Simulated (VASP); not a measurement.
A run of VASP 6.6.1 is set up as follows.

The input INCAR:

```
PREC     = Accurate       # precision mode
ENCUT    = 600            # plane-wave cutoff, eV
EDIFF    = 1E-7           # SCF threshold, eV
ISMEAR   = -1             # smearing method
SIGMA    = 0.05           # smearing width, eV
LREAL    = False          # projectors in reciprocal space
LASPH    = True           # aspherical terms in the spheres
NELM     = 100            # most SCF steps
ALGO     = Normal         # electronic algorithm
ISIF     = 3              # what is computed and relaxed
LWAVE    = False          # write WAVECAR
LCHARG   = False          # write CHGCAR
GGA      = RE             # functional
IVDW     = 13             # dispersion correction
IBRION   = 2              # ionic algorithm
NSW      = 60             # ionic steps
EDIFFG   = -0.01          # ionic threshold
```

Contents of KPOINTS:

```
Automatic mesh
0
Gamma
  9 9 9
```

File POSCAR:

```
CdF2
1.0
    0.0000000000      2.6940000000      2.6940000000
    2.6940000000      0.0000000000      2.6940000000
    2.6940000000      2.6940000000      0.0000000000
Cd F
1 2
Direct
    0.0000000000      0.0000000000      0.0000000000
    0.7500000000      0.7500000000      0.7500000000
    0.2500000000      0.2500000000      0.2500000000
```

Potentials or basis: VASP PAW PBE potentials, release 64 (Cd, F).

The run is started by

```console
$ cat potpaw_PBE.64/Cd/POTCAR potpaw_PBE.64/F/POTCAR > POTCAR
$ mpirun -np 1 vasp_std > vasp.out
```

(1) What does it give for the dispersion energy per atom?

(2) Estimate the relaxed cell.

(3) What does it give for the band gap on the k mesh?

Answers

(1) -0.331 eV.

(2) a = 3.878 Å, b = 3.878 Å, c = 3.878 Å, α = 60.00°, β = 60.00°, γ = 60.00°.

(3) 3.06 eV (least direct gap 3.60 eV).

Caveat: an odd mesh through Γ misses points on the zone boundary, where band edges can lie.
